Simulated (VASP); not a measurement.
Runs of VASP 6.6.1 on BeS. The structure is that of space group Fm-3m (No. 225), or close to it. The cells are those of the table. 

```tsv
level	cell	k mesh	smearing	grid for exact exchange (PRECFOCK)	share of exact exchange	screening parameter	gap on the mesh (eV)	pressure (GPa)
HSE06	a = 3.273 Å, angles 59.7°, 2 atoms	6 × 6 × 6	gaussian 0.01 eV	Normal	0.25	0.2079 1/Å	1.72	(a)
HSE06	a = 3.247, b = 3.247, c = 3.277 Å, angles 59.7, 59.7, 60.6°, 2 atoms	6 × 6 × 6	gaussian 0.01 eV	Normal	0.25	0.2079 1/Å	1.61	0.2
PBE	a = 3.277, b = 3.277, c = 3.338 Å, angles 59.4, 59.4, 58.8°, 2 atoms	10 × 10 × 10	fermi-dirac 0.02 eV	-	-	-	0.77	-0.4
PBE	a = 3.247, b = 3.247, c = 3.277 Å, angles 59.7, 59.7, 60.6°, 2 atoms	10 × 10 × 10	fermi-dirac 0.02 eV	-	-	-	(b)	(c)
r2SCAN	a = 3.247, b = 3.247, c = 3.277 Å, angles 59.7, 59.7, 60.6°, 2 atoms	10 × 10 × 10	gaussian 0.01 eV	-	-	-	1.23	2.1
PBE	a = 3.273 Å, angles 59.7°, 2 atoms	10 × 10 × 10	fermi-dirac 0.02 eV	-	-	-	1.00	(d)
r2SCAN	a = 3.277, b = 3.277, c = 3.338 Å, angles 59.4, 59.4, 58.8°, 2 atoms	10 × 10 × 10	gaussian 0.01 eV	-	-	-	1.11	-0.1
r2SCAN	a = 3.273 Å, angles 59.7°, 2 atoms	10 × 10 × 10	gaussian 0.01 eV	-	-	-	1.35	1.2
```

Alike in all rows: task single point; potentials or basis VASP PAW PBE potentials, release 64 (Be, S); no spin polarisation; cutoff (eV) 520.

Question: Fill in the values left out.

Answer: (a) -0.7; (b) 0.90; (c) 1.7; (d) 0.8.

Caveats: the structure was generated, so it needn't be the stable form of BeS; the PAW data sets were made with another functional, which shifts forces and pressure a little (at least some runs); semilocal functionals underestimate gaps, and a narrow one can read as zero (at least some runs).

A k mesh can miss the band edges.
